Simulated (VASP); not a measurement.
A run of VASP 6.6.1 is set up as follows.

POSCAR

```
RbBr
1.0
    0.0000000000      3.4496960257      3.4496960257
    3.4496960257      0.0000000000      3.4496960257
    3.4496960257      3.4496960257      0.0000000000
Rb Br
1 1
Direct
    0.0000000000      0.0000000000      0.0000000000
    0.5000000000      0.5000000000      0.5000000000
```

INCAR.step1

```
PREC     = Accurate       # precision mode
ENCUT    = 520            # plane-wave cutoff, eV
EDIFF    = 1E-5           # SCF threshold, eV
ISMEAR   = -1             # smearing method
SIGMA    = 0.05           # smearing width, eV
LREAL    = F              # projectors in reciprocal space
LASPH    = T              # aspherical terms in the spheres
NELM     = 60             # most SCF steps
ALGO     = Normal         # electronic algorithm
ISIF     = 2              # what is computed and relaxed
LWAVE    = T              # write WAVECAR
LCHARG   = F              # write CHGCAR
GGA      = PE             # functional
NBANDS   = 15             # bands
```

Contents of INCAR.step2:

```
PREC     = Accurate       # precision mode
ENCUT    = 520            # plane-wave cutoff, eV
EDIFF    = 1E-6           # SCF threshold, eV
ISMEAR   = -1             # smearing method
SIGMA    = 0.05           # smearing width, eV
LREAL    = F              # projectors in reciprocal space
LASPH    = T              # aspherical terms in the spheres
NELM     = 60             # most SCF steps
ALGO     = Normal         # electronic algorithm
ISIF     = 2              # what is computed and relaxed
LWAVE    = F              # write WAVECAR
LCHARG   = F              # write CHGCAR
GGA      = PE             # functional
LHFCALC  = T              # exact exchange
AEXX     = 0.25           # exact-exchange fraction
PRECFOCK = Normal       
ISTART   = 1            
NBANDS   = 15             # bands
```

Contents of KPOINTS:

```
Automatic mesh
0
Gamma
  4 4 4
```

Potentials or basis: VASP PAW PBE potentials, release 64 (Rb_sv, Br).

Run with:

```sh
$ cat potpaw_PBE.64/Rb_sv/POTCAR potpaw_PBE.64/Br/POTCAR > POTCAR
$ cp INCAR.step1 INCAR
$ mpirun -np 1 vasp_std > vasp.out
$ cp INCAR.step2 INCAR
$ mpirun -np 1 vasp_std > vasp.out
```

**Question.** What does it give for the band gap on the k mesh?

**Answer.** 6.20 eV, direct.

**Question.** Predict the pressure.

**Answer.** 0.4 GPa.

Caveat: the PAW data sets were made with another functional, which shifts forces and pressure a little.
